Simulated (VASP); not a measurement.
Crystal: Ge.

```
CELL_PARAMETERS angstrom
2.71047 0.00000 0.00000
0.00000 2.71047 0.00000
0.00000 0.00000 2.71047
ATOMIC_POSITIONS crystal
Ge 0.00000 0.00000 0.00000
```

This isn't the form of Ge at room conditions, which is diamond.

- Program: VASP 6.6.1
- Task: relaxation of cell and atoms
- Functional: PBEsol-based screened hybrid with 25 % exact exchange
- Potentials or basis: VASP PAW PBE potentials, release 64 (Ge_d)
- Cutoff: 600 eV
- k mesh: 5 × 5 × 5
- Occupations: fermi-dirac, width 0.05 eV
- Spin: no spin polarisation

At the start: pressure -3.1 GPa; volume 19.91 Å³/atom.

Question: Where does the relaxation end?

Answer: Over 8 steps the energy falls by 9.1 meV/atom and the volume is 19.09 Å³/atom (-4.2 %); space group Pm-3m (No. 221, to 0.1 Å) before and after.

Step by step:
```tsv
step	energy change (eV)	largest force (eV/Å)	pressure (GPa)	volume (Å³)
1	0.0000	0.0000	-3.11	19.91
2	-0.0082	0.0000	1.30	18.82
3	-0.0091	0.0000	-0.09	19.06
4	-0.0091	0.0000	0.31	19.05
5	-0.0090	0.0000	-0.47	19.14
6	-0.0091	0.0000	0.13	19.08
7	-0.0091	0.0000	-0.22	19.09
8	-0.0091	0.0000	0.08	19.09
```

Final structure:
```yaml
crystal:
  lattice:
    - [2.67243, 0.00000, 0.00000]
    - [0.00000, 2.67243, 0.00000]
    - [0.00000, 0.00000, 2.67243]
  atoms:
    - { symbol: Ge, position: [0.00000, 0.00000, 0.00000] }
```

Caveat: the k points lie up to 0.47 Å⁻¹ apart in the final cell, too coarse for converged energies and pressures of a metal; the PAW data sets were made with another functional, which shifts forces and pressure a little.
